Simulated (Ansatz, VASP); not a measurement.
# CoIr2: VASP beside Ansatz

The input INCAR:

```
PREC     = Accurate       # precision mode
ENCUT    = 520            # plane-wave cutoff, eV
EDIFF    = 1E-6           # SCF threshold, eV
ISMEAR   = 0              # smearing method
SIGMA    = 0.1            # smearing width, eV
LREAL    = F              # projectors in reciprocal space
LASPH    = T              # aspherical terms in the spheres
NELM     = 150            # most SCF steps
ALGO     = Normal         # electronic algorithm
ISIF     = 2              # what is computed and relaxed
LWAVE    = F              # write WAVECAR
LCHARG   = F              # write CHGCAR
ISPIN    = 2              # spin polarisation
MAGMOM   = 3 3 0 0 0 0    # initial moments
LORBIT   = 11             # projections on sites
LMAXMIX  = 4              # l up to which the mixer works
GGA      = PE             # functional
NBANDS   = 40             # bands
```

File KPOINTS:

```
Automatic mesh
0
Gamma
  6 6 6
```

The input POSCAR:

```
CoIr2
1.0
    0.0000000000      3.3376391161      3.3376391161
    3.3376391161      0.0000000000      3.3376391161
    3.3376391161      3.3376391161      0.0000000000
Co Ir
2 4
Direct
    0.0000000000      0.0000000000      0.0000000000
    0.2500000000      0.2500000000      0.2500000000
    0.6250000000      0.6250000000      0.6250000000
    0.1250000000      0.6250000000      0.6250000000
    0.6250000000      0.6250000000      0.1250000000
    0.6250000000      0.1250000000      0.6250000000
```

Input for Ansatz:

```yaml
crystal:
  lattice:
    - [0.0, 3.3376391161, 3.3376391161]
    - [3.3376391161, 0.0, 3.3376391161]
    - [3.3376391161, 3.3376391161, 0.0]
  atoms:
    - { symbol: Co, position: [0.0, 0.0, 0.0], spin: 3.0 }
    - { symbol: Co, position: [0.25, 0.25, 0.25], spin: 3.0 }
    - { symbol: Ir, position: [0.625, 0.625, 0.625] }
    - { symbol: Ir, position: [0.125, 0.625, 0.625] }
    - { symbol: Ir, position: [0.625, 0.625, 0.125] }
    - { symbol: Ir, position: [0.625, 0.125, 0.625] }
basis:
  ecutwfc: 420
kpoints:
  mp_grid: { grid: [6, 6, 6] }
hamiltonian:
  xc: pbe
scf:
  occupations: { method: gaussian, width: 0.1 }
  lower_state_search: "off"
output:
  forces: true
  stress: true
  eigenvalues: true
  populations: true
magnetization:
  spin_polarized: true
```

Alike in both runs: task single point; functional PBE; k mesh 6 × 6 × 6; occupations gaussian, width 0.1 eV; collinear spin.

|  | VASP | Ansatz |
| --- | --- | --- |
| version | VASP 6.6.1 | Ansatz 0.2.0 |
| potentials or method | VASP PAW PBE potentials, release 64 (Co, Ir), cutoff 520 eV | scalar-relativistic, plane waves, PAW |
| valence electrons in the cell | 54 | 102 |

```csv
,VASP,Ansatz,Ansatz less VASP
gap on the k mesh at the Fermi level (eV),none,none,-
net moment per atom (μB),0.90,0.91,+0.001
size of the moment on the site where the two differ most (μB),1.90,1.94,+0.037
```

Site moments also hang on the region over which each program counts them. A gap of «none» marks a metal or a gap that the smearing closes. VASP's potentials hold 54 valence electrons a cell and Ansatz's 102, so a difference there can come from the potentials and not from the codes.

Spin-orbit coupling is off throughout.
